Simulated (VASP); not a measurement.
# MoRu2: relaxation of cell and atoms with PBE

MoRu2:

```
Mo Ru
1.0
     2.76903    0.00000    0.00000
    -1.38451    2.39805    0.00000
     0.00000    0.00000   13.47275
Mo Ru
2 4
Direct
  0.66667 0.33333 0.25000
  0.33333 0.66667 0.75000
  0.66667 0.33333 0.91667
  0.66667 0.33333 0.58333
  0.33333 0.66667 0.08333
  0.33333 0.66667 0.41667
```

```
Program                : VASP 6.6.1
Task                   : relaxation of cell and atoms
Functional             : PBE
Potentials or basis    : VASP PAW PBE potentials, release 64 (Mo_sv, Ru_pv)
Cutoff                 : 600 eV
k mesh                 : 6 × 6 × 2
Occupations            : gaussian, width 0.1 eV
Spin                   : no spin polarisation
Dipole correction      : no
Further INCAR settings : ALGO = Normal; EDIFF = 1e-06; IBRION = 2; EDIFFG = -0.04; NSW = 90; ISIF = 3
```

```json
{
  "Relaxed volume": "14.45 Å³/atom",
  "Relaxed cell": "a = 2.757 Å, b = 2.757 Å, c = 13.174 Å, α = 90.00°, β = 90.00°, γ = 120.00°",
  "Space group after relaxing (to 0.1 Å)": "P6_3/mmc (No. 194)",
  "Energy gained by relaxing": "15.6 meV/atom",
  "Ionic steps": "7",
  "Pressure after relaxing": "0.1 GPa",
  "Largest force after relaxing": "0.034 eV/Å",
  "Band gap on the k mesh": "zero (bands 42 and 43 overlap by 2.28 eV)"
}
```

Forces in eV/Å, atoms in the order of the input:
```
Mo   0.000  0.000  0.000
Mo   0.000  0.000  0.000
Ru   0.000  0.000  0.034
Ru   0.000  0.000 -0.034
Ru   0.000  0.000 -0.034
Ru   0.000  0.000  0.034
```

Stress tensor (GPa, compression positive):
```
0.05 0.00 0.00
0.00 0.05 0.00
0.00 0.00 0.26
```

Step by step:
| step | energy change (eV) | largest force (eV/Å) | pressure (GPa) | volume (Å³) |
| --- | --- | --- | --- | --- |
| 1 | 0.0000 | 0.1466 | -8.30 | 89.46 |
| 2 | 0.5015 | 0.0159 | 29.28 | 79.81 |
| 3 | -0.0862 | 0.1445 | 0.28 | 86.67 |
| 4 | -0.0863 | 0.1440 | 0.45 | 86.60 |
| 5 | -0.0863 | 0.1436 | 0.64 | 86.54 |
| 6 | -0.0934 | 0.0096 | 0.02 | 86.76 |
| 7 | -0.0937 | 0.0344 | 0.12 | 86.72 |

Final structure:
```
Mo Ru
1.0
     2.75703    0.00000    0.00000
    -1.37852    2.38766    0.00000
     0.00000    0.00000   13.17411
Mo Ru
2 4
Cartesian
  1.3785 0.7959 3.2935
  0.0000 1.5918 9.8806
  1.3785 0.7959 12.0831
  1.3785 0.7959 7.6781
  0.0000 1.5918 1.0910
  0.0000 1.5918 5.4961
```

Levels at points of the mesh, in eV from the Fermi level:
| k point | band 38 | band 39 | band 40 | band 41 | band 42 | band 43 | band 44 | band 45 | band 46 | band 47 |
| --- | --- | --- | --- | --- | --- | --- | --- | --- | --- | --- |
| (0.00, 0.00, 0.00) | -0.99 | -0.95 | -0.95 | -0.93 | -0.93 | -0.68 | -0.68 | -0.62 | 0.48 | 0.48 |
| (0.50, 0.00, 0.00) | -0.60 | 0.13 | 0.43 | 1.45 | 1.59 | 1.80 | 1.80 | 2.16 | 2.18 | 2.34 |
| (0.00, 0.00, 0.50) | -1.54 | -0.98 | -0.98 | -0.98 | -0.98 | -0.23 | -0.23 | -0.23 | -0.23 | 0.78 |
| (0.50, 0.00, 0.50) | -0.26 | 0.53 | 0.53 | 1.16 | 1.16 | 1.57 | 1.57 | 1.80 | 1.80 | 2.69 |

Run time: 3.8 min on 1 thread of Intel(R) Xeon(R) 6975P-C (Granite Rapids) (shared host), peak memory 0.27 GiB.

Caveat: the k points lie up to 0.44 Å⁻¹ apart in the final cell, too coarse for converged energies and pressures of a metal.
